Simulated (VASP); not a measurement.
A run of VASP 6.6.1 is set up as follows.

Contents of INCAR:

```
SYSTEM = Ag
  ALGO = Fast
  EDIFF = 1E-7
  ENCUT = 520
  GGA = PE
  ISIF = 2
  ISMEAR = 0
  LASPH = .TRUE.
  LCHARG = .FALSE.
  LREAL = .FALSE.
  LWAVE = .FALSE.
  NBANDS = 12
  NELM = 100
  PREC = Accurate
  SIGMA = 0.15
```

The input KPOINTS:

```
k-points
0
G
  24 24 24
  0 0 0
```

The input POSCAR:

```
Ag
1.0
    0.0000000000      2.0476757528      2.0735956990
    2.0995156452      0.0000000000      2.0735956990
    2.0995156452      2.0476757528      0.0000000000
Ag
1
Direct
    0.0000000000      0.0000000000      0.0000000000
```

Potentials or basis: VASP PAW PBE potentials, release 64 (Ag).

The run is started by

```sh
$ cat potpaw_PBE.64/Ag/POTCAR > POTCAR
$ mpirun -np 1 vasp_std > vasp.out
```

Predict the band gap on the k mesh.

zero (an odd number of electrons rules out a gap without spin polarisation).

Estimate the pressure.

-0.1 GPa.

Stress tensor (GPa, compression positive):
```
-0.55  0.00  0.00
 0.00  0.35  0.00
 0.00  0.00 -0.03
```

Caveat: the cell differs from its parent crystal (strain +0.0125 x Voigt [1, -1, 0, 0, 0, 0]).
